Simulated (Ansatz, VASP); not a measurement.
## One calculation of In3As, two programs

```
In As
1.0
     4.67168    0.00000    0.00000
     0.00000    4.67168    0.00000
     0.00000    0.00000    4.67168
In As
3 1
Cartesian
  0.0000 2.3358 2.3358
  2.3358 0.0000 2.3358
  2.3358 2.3358 0.0000
  0.0000 0.0000 0.0000
```

Alike in both runs: task relaxation of cell and atoms; functional revPBE; dispersion D3(BJ); k mesh 4 × 4 × 4; occupations fermi-dirac, width 0.01 eV; no spin polarisation.

|  | VASP | Ansatz |
| --- | --- | --- |
| version | VASP 6.6.1 | Ansatz 0.2.0 |
| potentials or method | VASP PAW PBE potentials, release 64 (In_d, As), cutoff 600 eV | plane waves, PAW |
| valence electrons in the cell | 44 | 54 |

|  | VASP | Ansatz | Ansatz less VASP |
| --- | --- | --- | --- |
| relaxed volume (Å³/atom) | 23.83 | 23.83 | +0.008 |
| relaxed length of the cell vector where the two differ most in proportion (Å) | 4.568 | 4.568 | +0.0005 |

VASP's potentials were made for PBE, not for revPBE. VASP's potentials hold 44 valence electrons a cell and Ansatz's 54, so a difference there can come from the potentials and not from the codes. Ansatz's warnings: stress scf threshold loose.
